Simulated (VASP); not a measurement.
# Al3Cu2 (P-3m1) in VASP: a series of runs

Runs on Al3Cu2. Level: r2SCAN. Tasks: single point.

All numbers are computed with VASP 6.6.1; they aren't measurements. Logs are shortened: lines on timing, memory, paths and dates and some standing lists are left out, and cuts for length are marked.

## Step 1: The cell of the first run

It takes space group P-3m1 (No. 164, trigonal). Conventional cell: a = 4.430 Å, b = 4.430 Å, c = 5.189 Å, α = 90.00°, β = 90.00°, γ = 120.00°. Al (site symmetry -3m) has 6 Cu at 2.69 Å and 6 Al at 3.14 Å within 3.5 Å. Al (site symmetry 3m) has 5 Cu at 2.54 to 2.74 Å and 6 Al at 2.99 to 3.14 Å within 3.4 Å. Cu (site symmetry 3m) has 8 Al at 2.54 to 2.74 Å and 3 Cu at 3.05 Å within 3.4 Å.

## Step 2: Single point, r2SCAN (strain +0.080 along x and y, +0.040 along z)

POSCAR

```
Al3Cu2
1.0
    4.4299567260      0.0000000000      0.0000000000
   -2.2149783630      3.8364550623      0.0000000000
    0.0000000000      0.0000000000      5.1894558481
Al Cu
3 2
Direct
    0.0000000000      0.0000000000      0.0000000000
    0.3333333333      0.6666666667      0.3501725384
    0.6666666667      0.3333333333      0.6498274616
    0.3333333333      0.6666666667      0.8401683181
    0.6666666667      0.3333333333      0.1598316819
```

INCAR.step1

```
SYSTEM = Al3Cu2
PREC     = Accurate       ! precision mode
ENCUT    = 520            ! plane-wave cutoff, eV
ISMEAR   = 0              ! smearing method
SIGMA    = 0.15           ! smearing width, eV
LREAL    = .FALSE.        ! projectors in reciprocal space
LASPH    = .TRUE.         ! aspherical terms in the spheres
NELM     = 80             ! most SCF steps
NBANDS   = 24             ! bands
GGA      = PE             ! functional
ALGO     = Normal         ! electronic algorithm
EDIFF    = 1E-4           ! SCF threshold, eV
LWAVE    = .TRUE.         ! write WAVECAR
LCHARG   = .FALSE.        ! write CHGCAR
```

INCAR.step2

```
SYSTEM = Al3Cu2
PREC     = Accurate       ! precision mode
ENCUT    = 520            ! plane-wave cutoff, eV
EDIFF    = 1E-6           ! SCF threshold, eV
ISMEAR   = 0              ! smearing method
SIGMA    = 0.15           ! smearing width, eV
LREAL    = .FALSE.        ! projectors in reciprocal space
LASPH    = .TRUE.         ! aspherical terms in the spheres
NELM     = 80             ! most SCF steps
ALGO     = Normal         ! electronic algorithm
ISIF     = 2              ! what is computed and relaxed
LWAVE    = .FALSE.        ! write WAVECAR
LCHARG   = .FALSE.        ! write CHGCAR
METAGGA  = R2SCAN         ! meta-GGA
LMIXTAU  = .TRUE.       
NBANDS   = 24             ! bands
ISTART   = 1
```

KPOINTS

```
regular mesh
0
G
  12 12 10
  0 0 0
```

Potentials or basis: VASP PAW PBE potentials, release 64 (Al, Cu).

Launch:

```console
> cat potpaw_PBE.64/Al/POTCAR potpaw_PBE.64/Cu/POTCAR > POTCAR
> cp INCAR.step1 INCAR
> mpirun -np 1 vasp_std > vasp.out
> cp INCAR.step2 INCAR
> mpirun -np 1 vasp_std > vasp.out
```

OUTCAR:

```text
SYSTEM = Al3Cu2
   PREC = Accurate
   ENCUT = 520
   EDIFF = 1E-6
   ISMEAR = 0
   LREAL = .FALSE.
   LASPH = .TRUE.
   NELM = 80
   ISIF = 2
   METAGGA = R2SCAN
   ISTART = 1

 ion  position               nearest neighbor table
   1  0.000  0.000  0.000-   4 2.69   5 2.69   4 2.69   5 2.69   5 2.69   4 2.69   2 3.14   3 3.14
                             2 3.14   3 3.14   2 3.14   3 3.14
   2  0.333  0.667  0.350-   4 2.54   4 2.65   5 2.74   5 2.74   5 2.74   3 2.99   3 2.99   3 2.99
                             1 3.14   1 3.14   1 3.14
   3  0.667  0.333  0.650-   5 2.54   5 2.65   4 2.74   4 2.74   4 2.74   2 2.99   2 2.99   2 2.99
                             1 3.14   1 3.14   1 3.14
   4  0.333  0.667  0.840-   2 2.54   2 2.65   1 2.69   1 2.69   1 2.69   3 2.74   3 2.74   3 2.74

   5  0.667  0.333  0.160-   3 2.54   3 2.65   1 2.69   1 2.69   1 2.69   2 2.74   2 2.74   2 2.74

  LATTYP: Found a hexagonal cell.
 ALAT       =     4.4299567260
 C/A-ratio  =     1.1714461718

  Lattice vectors:

 A1 = (   4.4299567260,   0.0000000000,   0.0000000000)
 A2 = (  -2.2149783630,   3.8364550623,   0.0000000000)
 A3 = (   0.0000000000,   0.0000000000,   5.1894558481)

Analysis of symmetry for initial positions (statically):
=====================================================================
 Subroutine PRICEL returns:
 Original cell was already a primitive cell.

 Routine SETGRP: Setting up the symmetry group for a
 hexagonal supercell.

 Subroutine GETGRP returns: Found 12 space group operations
 (whereof 12 operations were pure point group operations)
 out of a pool of 24 trial point group operations.

The static configuration has the point symmetry D_3d.

Analysis of symmetry for dynamics (positions and initial velocities):
=====================================================================
 Subroutine PRICEL returns:
 Original cell was already a primitive cell.

 Routine SETGRP: Setting up the symmetry group for a
 hexagonal supercell.

 Subroutine GETGRP returns: Found 12 space group operations
 (whereof 12 operations were pure point group operations)
 out of a pool of 24 trial point group operations.

The dynamic configuration has the point symmetry D_3d.

 Subroutine INISYM returns: Found 12 space group operations
 (whereof 12 operations are pure point group operations),
 and found     1 'primitive' translations

[... 94 lines left out ...]
   ISPIN  =      1    spin polarized calculation?
   LNONCOLLINEAR =      F non collinear calculations
   LSORBIT =      F    spin-orbit coupling
   LASPH  =      T    aspherical Exc in radial PAW
   ENCUT  =  520.0 eV  38.22 Ry    6.18 a.u.   8.24  8.24  9.65*2*pi/ulx,y,z
   NELM   =     80;   NELMIN=  2; NELMDL=  0     # of ELM steps
   EDIFF  = 0.1E-05   stopping-criterion for ELM
   LREAL  =      F    real-space projection
   EDIFFG = 0.1E-04   stopping-criterion for IOM
   NSW    =      0    number of steps for IOM
   IBRION =     -1    ionic relax: 0-MD 1-quasi-New 2-CG
   NFREE  =      0    steps in history (QN), initial steepest desc. (CG)
   ISIF   =      2    stress and relaxation
   ISYM   =      2    0-nonsym 1-usesym 2-fastsym
   POTIM  = 0.5000    time-step for ionic-motion
   TEBEG  =    0.0;   TEEND  =   0.0 temperature during run
   PSTRESS=    0.0 pullay stress
   NELECT =      31.0000    total number of electrons
   NUPDOWN=      -1.0000    fix difference up-down
   EMIN   =  10.00;   EMAX   =-10.00  energy-range for DOS
   EFERMI =   0.00;   METHOD = LEGACY
   ISMEAR =     0;   SIGMA  =   0.15  broadening in eV -4-tet -1-fermi 0-gaus
   EFERMI_NEDOS =   21; number of points for ismear=-14 and -15
   IALGO  =     38    algorithm
   IMIX   =      4    mixing-type and parameters
     AMIX     =   0.40;   BMIX     =  1.00
     AMIX_MAG =   1.60;   BMIX_MAG =  1.00
  volume/ion in A,a.u.               =      17.64       119.04
  Fermi-wavevector in a.u.,A,eV,Ry     =   1.155345  2.183285 18.161348  1.334821
  Thomas-Fermi vector in A             =   2.291974
   LORBIT       =      0    0 simple, 1 ext, 2 COOP (PROOUT), +10 PAW based schemes
   METAGGA = R2SCAN    functional components
   LHFCALC =     F    Hartree Fock is set to
   AEXX    =    0.0000 exact exchange contribution
   IVDW    =     0    specifies the selected vdW correction
   LEPSILON=     F    determine dielectric tensor
   LRPA    =     F    only Hartree local field effects (RPA)
 non-spin polarized calculation
 Gauss-broadening in eV      SIGMA  =   0.15
  energy-cutoff  :      520.00
  volume of cell :       88.20
 maximum number of plane-waves:      2389
 NGX is ok and might be reduce to    36
   NGX = 17   NGY = 17   NGZ = 19

 number of electron      30.9999978 magnetization

 Free energy of the ion-electron system (eV)
  ---------------------------------------------------
  ext. energy  EPLUGINS =         0.00000000
  ---------------------------------------------------
  free energy    TOTEN  =       -41.96884290 eV

  energy without entropy =      -41.94819247  energy(sigma->0) =      -41.95851768

 E-fermi :   6.2094     XC(G=0): -10.8563

 val. band max:        6.2079214597   @ k =   0.0000   0.2500   0.2000
 cond. band min:       6.2111815832   @ k =   0.1667   0.0833   0.5000
 fundamental gap:      0.0032601236
 Fermi energy:         6.2093619526

 k-point     1 :       0.0000    0.0000    0.0000
  band No.  band energies     occupation
      1      -4.1632      2.00000
      2       0.6288      2.00000
      3       1.0262      2.00000
      4       1.6800      2.00000
      5       1.6802      2.00000
      6       1.9895      2.00000
[... 637 lines left out ...]
     23      11.3167      0.00000
     24      11.8558      0.00000

 [... further k-points ...]
[... 5 lines left out ...]
  --------------------------------------------------------------------------------------
  -------------------------------------------------------------------------------------
  Total       -8.3188163     -8.3188163     -6.3798148      0.0000000      0.0000000     -0.0000000
  in kB     -151.1195659   -151.1195659   -115.8956763      0.0000000      0.0000000     -0.0000000
  external PRESSURE =    -139.3782694 kB  Pullay stress =       0.0000000 kB

 VOLUME and BASIS-vectors are now :
 -----------------------------------------------------------------------------
  energy-cutoff  :      520.00
  volume of cell :       88.20
      direct lattice vectors                 reciprocal lattice vectors
     4.429956726  0.000000000  0.000000000     0.225735839  0.130328648  0.000000000
    -2.214978363  3.836455062  0.000000000     0.000000000  0.260657295  0.000000000
     0.000000000  0.000000000  5.189455848     0.000000000  0.000000000  0.192698431

 POSITION                                       TOTAL-FORCE (eV/Angst)
 -----------------------------------------------------------------------------------
      0.00000      0.00000      0.00000        -0.000000      0.000000      0.000000
     -0.00000      2.55764      1.81720        -0.000000     -0.000000     -0.054126
      2.21498      1.27882      3.37225         0.000000      0.000000      0.054126
     -0.00000      2.55764      4.36002        -0.000000      0.000000      0.049015
      2.21498      1.27882      0.82944        -0.000000     -0.000000     -0.049015
 -----------------------------------------------------------------------------------
    total drift:                                0.000000     -0.000000     -0.000000

  FREE ENERGIE OF THE ION-ELECTRON SYSTEM (eV)
  ---------------------------------------------------
  free  energy   TOTEN  =       -41.9688428956 eV

  energy  without entropy=      -41.9481924650  energy(sigma->0) =      -41.95851768
```

OSZICAR.step1:

```text
N       E                     dE             d eps       ncg     rms          rms(c)
DAV:   1     0.166577663654E+03    0.16658E+03   -0.11957E+04  7776   0.138E+03
DAV:   2    -0.132677183406E+02   -0.17985E+03   -0.16731E+03  7776   0.270E+02
DAV:   3    -0.222361874559E+02   -0.89685E+01   -0.84693E+01 10384   0.839E+01
DAV:   4    -0.224976059232E+02   -0.26142E+00   -0.26106E+00 10608   0.114E+01
DAV:   5    -0.225060762330E+02   -0.84703E-02   -0.84694E-02 11432   0.190E+00    0.180E+01
DAV:   6    -0.260266399932E+02   -0.35206E+01   -0.71044E+01  9272   0.227E+02    0.156E+01
DAV:   7    -0.192528069746E+02    0.67738E+01   -0.20129E+01  9640   0.956E+01    0.366E+00
DAV:   8    -0.189739944640E+02    0.27881E+00   -0.23383E+00 12808   0.324E+01    0.160E+00
DAV:   9    -0.189456428021E+02    0.28352E-01   -0.20331E-01 12584   0.820E+00    0.261E-01
DAV:  10    -0.189488769623E+02   -0.32342E-02   -0.11266E-02 11728   0.275E+00    0.425E-01
DAV:  11    -0.189456813842E+02    0.31956E-02   -0.10512E-02 10152   0.286E+00    0.589E-02
DAV:  12    -0.189457354907E+02   -0.54106E-04   -0.78279E-04  8448   0.228E-01
   1 F= -.18945735E+02 E0= -.18934477E+02  d E =-.225171E-01
```

Wall time 15 min (1 thread of Intel Xeon 6975P-C, shared host); peak memory 0.44 GiB.

Results:

```yaml
Free_energy: -41.9688 eV
Pressure: -13.9 GPa
Largest_force: 0.054 eV/Å
```

Forces on the atoms (eV/Å):
```
Al   0.000  0.000  0.000
Al   0.000  0.000 -0.054
Al   0.000  0.000  0.054
Cu   0.000  0.000  0.049
Cu   0.000  0.000 -0.049
```

Levels at points of the mesh, in eV from the Fermi level:
```
           k point  band 12  band 13  band 14  band 15  band 16  band 17  band 18  band 19
(0.00, 0.00, 0.00)    -3.12    -3.09    -0.21    -0.21     1.13     1.13     1.61     2.28
(0.50, 0.00, 0.00)    -3.55    -2.78    -2.43    -2.16    -0.56    -0.45     0.68     3.14
(0.00, 0.00, 0.50)    -3.63     1.12     1.12     1.42     1.42     1.77     1.98     1.98
(0.50, 0.00, 0.50)    -3.62    -3.55    -3.11    -1.51    -0.10     0.48     0.70     5.37
```

Caveat: the cell differs from its parent crystal (strain +0.080 along x and y, +0.040 along z); the PAW data sets were made with another functional, which shifts forces and pressure a little.

## Step 3: Single point, r2SCAN (strain +0.080 along x and y, +0.080 along z)

Edit POSCAR of step 2 so:

```diff
@@ -4,3 +4,3 @@
    -2.2149783630      3.8364550623      0.0000000000
-    0.0000000000      0.0000000000      5.1894558481
+    0.0000000000      0.0000000000      5.3890503038
 Al Cu
```

INCAR.step1

```
PREC = Accurate
ENCUT = 520
ISMEAR = 0
SIGMA = 0.15
LREAL = False
LASPH = True
NELM = 100
NBANDS = 24
GGA = PE
ALGO = Normal
EDIFF = 1E-4
LWAVE = True
LCHARG = False
```

INCAR.step2

```
PREC = Accurate
ENCUT = 520
EDIFF = 1E-7
ISMEAR = 0
SIGMA = 0.15
LREAL = False
LASPH = True
NELM = 100
ALGO = Normal
ISIF = 2
LWAVE = False
LCHARG = False
METAGGA = R2SCAN
LMIXTAU = True
NBANDS = 24
ISTART = 1
```

KPOINTS

```
Automatic mesh
0
Gamma
  12 12 10
```

Potentials or basis: VASP PAW PBE potentials, release 64 (Al, Cu).

Launch:

```console
> cat potpaw_PBE.64/Al/POTCAR potpaw_PBE.64/Cu/POTCAR > POTCAR
> cp INCAR.step1 INCAR
> mpirun -np 1 vasp_std > vasp.out
> cp INCAR.step2 INCAR
> mpirun -np 1 vasp_std > vasp.out
```

OUTCAR:

```text
PREC = Accurate
   ENCUT = 520
   EDIFF = 1E-7
   ISMEAR = 0
   LREAL = False
   LASPH = True
   NELM = 100
   ISIF = 2
   METAGGA = R2SCAN
   ISTART = 1

 ion  position               nearest neighbor table
   1  0.000  0.000  0.000-   4 2.70   5 2.70   4 2.70   5 2.70   5 2.70   4 2.70   2 3.18   3 3.18
                             2 3.18   3 3.18   2 3.18   3 3.18
   2  0.333  0.667  0.350-   4 2.64   4 2.75   5 2.76   5 2.76   5 2.76   3 3.02   3 3.02   3 3.02
                             1 3.18   1 3.18   1 3.18
   3  0.667  0.333  0.650-   5 2.64   5 2.75   4 2.76   4 2.76   4 2.76   2 3.02   2 3.02   2 3.02
                             1 3.18   1 3.18   1 3.18
   4  0.333  0.667  0.840-   2 2.64   1 2.70   1 2.70   1 2.70   2 2.75   3 2.76   3 2.76   3 2.76

   5  0.667  0.333  0.160-   3 2.64   1 2.70   1 2.70   1 2.70   3 2.75   2 2.76   2 2.76   2 2.76

  LATTYP: Found a hexagonal cell.
 ALAT       =     4.4299567260
 C/A-ratio  =     1.2165017938

  Lattice vectors:

 A1 = (   4.4299567260,   0.0000000000,   0.0000000000)
 A2 = (  -2.2149783630,   3.8364550623,   0.0000000000)
 A3 = (   0.0000000000,   0.0000000000,   5.3890503038)

Analysis of symmetry for initial positions (statically):
=====================================================================
[... 177 lines left out ...]
  energy without entropy =      -41.66224248  energy(sigma->0) =      -41.67132729

 E-fermi :   5.8155     XC(G=0): -10.6902

 val. band max:        5.8057895640   @ k =   0.5000  -0.0000   0.5000
 cond. band min:       5.8351581930   @ k =   0.4167   0.0833   0.1000
 fundamental gap:      0.0293686290
 Fermi energy:         5.8154805229

 k-point     1 :       0.0000    0.0000    0.0000
  band No.  band energies     occupation
      1      -4.2685      2.00000
      2       0.3289      2.00000
      3       0.6691      2.00000
      4       1.4808      2.00000
      5       1.4810      2.00000
      6       1.7964      2.00000
[... 637 lines left out ...]
     23      10.9949      0.00000
     24      11.2580      0.00000

 [... further k-points ...]
[... 5 lines left out ...]
  --------------------------------------------------------------------------------------
  -------------------------------------------------------------------------------------
  Total       -8.7964667     -8.7964667     -8.8317982      0.0000000      0.0000000      0.0000000
  in kB     -153.8781688   -153.8781688   -154.4962282      0.0000000      0.0000000      0.0000000
  external PRESSURE =    -154.0841886 kB  Pullay stress =       0.0000000 kB

 VOLUME and BASIS-vectors are now :
 -----------------------------------------------------------------------------
  energy-cutoff  :      520.00
  volume of cell :       91.59
      direct lattice vectors                 reciprocal lattice vectors
     4.429956726  0.000000000  0.000000000     0.225735839  0.130328648  0.000000000
    -2.214978363  3.836455062  0.000000000     0.000000000  0.260657295  0.000000000
     0.000000000  0.000000000  5.389050304     0.000000000  0.000000000  0.185561452

 POSITION                                       TOTAL-FORCE (eV/Angst)
 -----------------------------------------------------------------------------------
      0.00000      0.00000      0.00000        -0.000000      0.000000      0.000000
     -0.00000      2.55764      1.88710        -0.000000     -0.000000     -0.082389
      2.21498      1.27882      3.50195         0.000000      0.000000      0.082389
     -0.00000      2.55764      4.52771        -0.000000     -0.000000     -0.045991
      2.21498      1.27882      0.86134         0.000000      0.000000      0.045991
 -----------------------------------------------------------------------------------
    total drift:                                0.000000     -0.000000     -0.000000

  FREE ENERGIE OF THE ION-ELECTRON SYSTEM (eV)
  ---------------------------------------------------
  free  energy   TOTEN  =       -41.6804121064 eV

  energy  without entropy=      -41.6622424799  energy(sigma->0) =      -41.67132729
```

OUTCAR.step1:

```text
PREC = Accurate
   ENCUT = 520
   ISMEAR = 0
   LREAL = False
   LASPH = True
[... 885 lines left out ...]
     -0.00000      2.55764      1.88710        -0.000000      0.000000     -0.030152
      2.21498      1.27882      3.50195         0.000000     -0.000000      0.030152
     -0.00000      2.55764      4.52771         0.000000     -0.000000     -0.040169
      2.21498      1.27882      0.86134        -0.000000      0.000000      0.040169
 -----------------------------------------------------------------------------------
    total drift:                                0.000000     -0.000000     -0.000000

  FREE ENERGIE OF THE ION-ELECTRON SYSTEM (eV)
  ---------------------------------------------------
  free  energy   TOTEN  =       -18.7259068393 eV

  energy  without entropy=      -18.7056334374  energy(sigma->0) =      -18.71577014
```

Wall time 19 min (1 thread of Intel Xeon 6975P-C, shared host); peak memory 0.45 GiB.

Results:

```
Free energy   : -41.6804 eV
Pressure      : -15.4 GPa
Largest force : 0.082 eV/Å
```

Forces in eV/Å, atoms in the order of the input:
```
Al   0.000  0.000  0.000
Al   0.000  0.000 -0.082
Al   0.000  0.000  0.082
Cu   0.000  0.000 -0.046
Cu   0.000  0.000  0.046
```

Caveat: the cell differs from its parent crystal (strain +0.080 along x and y, +0.080 along z); the PAW data sets were made with another functional, which shifts forces and pressure a little.
